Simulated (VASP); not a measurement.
The system is CdS.

```
Cd S
1.0
     0.00000    2.72678    2.72678
     2.81812    0.00000    2.72678
     2.81812    2.72678    0.00000
Cd S
1 1
Direct
  0.00000 0.00000 0.00000
  0.50000 0.50000 0.50000
```

This cell differs from its parent crystal: uniaxial x strain +3.4%.

Base run:

```yaml
Program: VASP 6.6.1
Functional: r2SCAN
Potentials_or_basis: VASP PAW PBE potentials, release 64 (Cd, S)
Cutoff: 520 eV
k_mesh: 8 × 8 × 8
Occupations: fermi-dirac, width 0.02 eV
Spin: no spin polarisation
```

Its results: band gap on the k mesh 0.60 eV (least direct gap 2.02 eV); pressure -2.0 GPa.

**Question.** The run is repeated on the same cell with these changes: functional from r2SCAN to PBE. What comes out?

**Answer.** Band gap on the k mesh 0.13 eV (least direct gap 1.40 eV); pressure -0.2 GPa.

Caveats: the PAW data sets were made with another functional, which shifts forces and pressure a little (at least some runs).

A k mesh can miss the band edges.
